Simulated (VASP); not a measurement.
A run of VASP 6.6.1 is set up as follows.

The input POSCAR:

```
K7Ta7NbO24
1.0
    7.9708780000      0.0000000000      0.0000000000
    0.0000000000      7.9708780000      0.0000000000
    0.0000000000      0.0000000000      7.9708780000
K Nb Ta O
7 1 7 24
Direct
    0.9995460000      0.9993730000      0.4989520000
    0.9995350000      0.4989940000      0.9993540000
    0.9996830000      0.4988520000      0.4988820000
    0.4991270000      0.9993720000      0.9993460000
    0.4990300000      0.9995190000      0.4988100000
    0.4990340000      0.4988550000      0.9994890000
    0.4989260000      0.4987880000      0.4987560000
    0.2422320000      0.2422490000      0.2421080000
    0.2482290000      0.2481640000      0.7465000000
    0.2480620000      0.7466490000      0.2479550000
    0.2475920000      0.7512310000      0.7509990000
    0.7466320000      0.2480930000      0.2480240000
    0.7512880000      0.2475360000      0.7510950000
    0.7511000000      0.7511590000      0.2474220000
    0.7514230000      0.7513920000      0.7512490000
    0.2535240000      0.2530310000      0.0007610000
    0.2509260000      0.2505600000      0.5012410000
    0.2520360000      0.7486230000      0.0001970000
    0.2500600000      0.7506010000      0.5003610000
    0.7489350000      0.2517490000      0.0002020000
    0.7509560000      0.2496780000      0.5003730000
    0.7477020000      0.7473640000      0.9995850000
    0.7501260000      0.7498180000      0.4997030000
    0.0009740000      0.2530820000      0.2532570000
    0.0004260000      0.2516800000      0.7486850000
    0.0004030000      0.7486190000      0.2518490000
    0.9997910000      0.7473650000      0.7474610000
    0.5015120000      0.2505570000      0.2506910000
    0.5006010000      0.2496800000      0.7506970000
    0.5005820000      0.7506180000      0.2498310000
    0.4999140000      0.7497560000      0.7499340000
    0.2534770000      0.0007110000      0.2532360000
    0.2521140000      0.0001140000      0.7487810000
    0.2509430000      0.5010930000      0.2506830000
    0.2500830000      0.5002410000      0.7507440000
    0.7490280000      0.0001280000      0.2518810000
    0.7476940000      0.9994880000      0.7475000000
    0.7509760000      0.5002610000      0.2498930000
    0.7502160000      0.4995680000      0.7499530000
```

The input INCAR.step1:

```
PREC = Accurate
ENCUT = 520
ISMEAR = -1
SIGMA = 0.05
LREAL = Auto
LASPH = T
NELM = 150
ISPIN = 2
MAGMOM = 0 0 0 0 0 0 0 0.286 0 0 0 0 0 0 0 0.286 0.286 0 0 0 0 0 0 0.286 0 0 0 0.286 0 0 0 0.286 0 0.286 0 0 0 0 0
LMAXMIX = 4
NBANDS = 178
NELECT = 296.0
ISYM = 0
GGA = PE
ALGO = Normal
EDIFF = 1E-4
LWAVE = T
LCHARG = F
NCORE = 4
```

File INCAR.step2:

```
PREC = Accurate
ENCUT = 520
EDIFF = 1E-6
ISMEAR = -1
SIGMA = 0.05
LREAL = Auto
LASPH = T
NELM = 150
ALGO = Normal
ISIF = 2
LWAVE = F
LCHARG = F
ISPIN = 2
MAGMOM = 0 0 0 0 0 0 0 0.286 0 0 0 0 0 0 0 0.286 0.286 0 0 0 0 0 0 0.286 0 0 0 0.286 0 0 0 0.286 0 0.286 0 0 0 0 0
LORBIT = 11
LMAXMIX = 4
METAGGA = R2SCAN
LMIXTAU = T
NBANDS = 178
NELECT = 296.0
ISYM = 0
ISTART = 1
NCORE = 4
```

Contents of KPOINTS:

```
Automatic mesh
0
Gamma
  1 1 1
  0.25 0.25 0.25
```

Potentials or basis: VASP PAW PBE potentials, release 64 (K_sv, Nb_sv, Ta_pv, O).

Run with:

```console
$ cat potpaw_PBE.64/K_sv/POTCAR potpaw_PBE.64/Nb_sv/POTCAR potpaw_PBE.64/Ta_pv/POTCAR potpaw_PBE.64/O/POTCAR > POTCAR
$ cp INCAR.step1 INCAR
$ mpirun -np 4 vasp_std > vasp.out
$ cp INCAR.step2 INCAR
$ mpirun -np 4 vasp_std > vasp.out
```

(1) Predict the net moment.

(2) Estimate the site moments.

Answers

(1) 1.96 μB per cell.

(2) K -0.00; Nb -0.04; Ta -0.04; O +0.07, +0.09, +0.08 (each value once) μB.

Caveat: the k points lie up to 0.39 Å⁻¹ apart; a moment this small can come from the mesh or the smearing.
